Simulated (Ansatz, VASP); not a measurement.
MgS: VASP beside Ansatz

The input INCAR:

```
PREC = Accurate ; ENCUT = 520
EDIFF = 1E-6 ; ISMEAR = 0
SIGMA = 0.02 ; LREAL = False
LASPH = True ; NELM = 60
ALGO = Normal ; ISIF = 2
LWAVE = False ; LCHARG = False
GGA = PS ; NBANDS = 16
```

KPOINTS

```
regular mesh
0
Gamma
  6 6 4
```

POSCAR

```
MgS
1.0
    4.0892225587      0.0000000000      0.0000000000
   -2.0446112793      3.5413706175      0.0000000000
    0.0000000000      0.0000000000      6.3019120918
Mg S
2 2
Direct
    0.6666666667      0.3333333333      0.4923853559
    0.3333333333      0.6666666667      0.9923853559
    0.3333333333      0.6666666667      0.3826136441
    0.6666666667      0.3333333333      0.8826136441
```

Input for Ansatz:

```yaml
crystal:
  lattice:
    - [4.0892225587, 0.0, 0.0]
    - [-2.0446112793, 3.5413706175, 0.0]
    - [0.0, 0.0, 6.3019120918]
  atoms:
    - { symbol: Mg, position: [0.6666666667, 0.3333333333, 0.4923853559] }
    - { symbol: Mg, position: [0.3333333333, 0.6666666667, 0.9923853559] }
    - { symbol: S, position: [0.3333333333, 0.6666666667, 0.3826136441] }
    - { symbol: S, position: [0.6666666667, 0.3333333333, 0.8826136441] }
basis:
  ecutwfc: 420
kpoints:
  mp_grid: { grid: [6, 6, 4] }
  band_path: { path: [VBM, CBM], npoints: 2 }
hamiltonian:
  xc: pbesol
scf:
  occupations: { method: gaussian, width: 0.02 }
output:
  forces: true
  stress: true
  eigenvalues: true
checkpoint:
  read: start.run
  write: ck
  compress: false
  write_wavefunctions: false
  write_every: 100000
```

Alike in both runs: task single point; functional PBEsol; k mesh 6 × 6 × 4; occupations gaussian, width 0.02 eV; no spin polarisation.

```csv
,VASP,Ansatz
version,VASP 6.6.1,Ansatz 0.2.0
potentials or method,"VASP PAW PBE potentials, release 64 (Mg, S), cutoff 520 eV","scalar-relativistic, plane waves, PAW"
valence electrons in the cell,16,32
```

```tsv
	VASP	Ansatz	Ansatz less VASP
gap on the k mesh at the Fermi level (eV)	3.12	3.12	-0.001
least direct gap on the mesh (eV)	3.12	3.12	-0.001
pressure (GPa)	-0.9	-0.8	+0.10
traceless stress, the component that is largest in VASP (GPa)	0.81	0.80	-0.013
```

VASP's potentials were made for PBE, not for PBEsol. The functional is the same, so the differences come from potentials, cutoffs and numerics. VASP's potentials hold 16 valence electrons a cell and Ansatz's 32, so a difference there can come from the potentials and not from the codes.
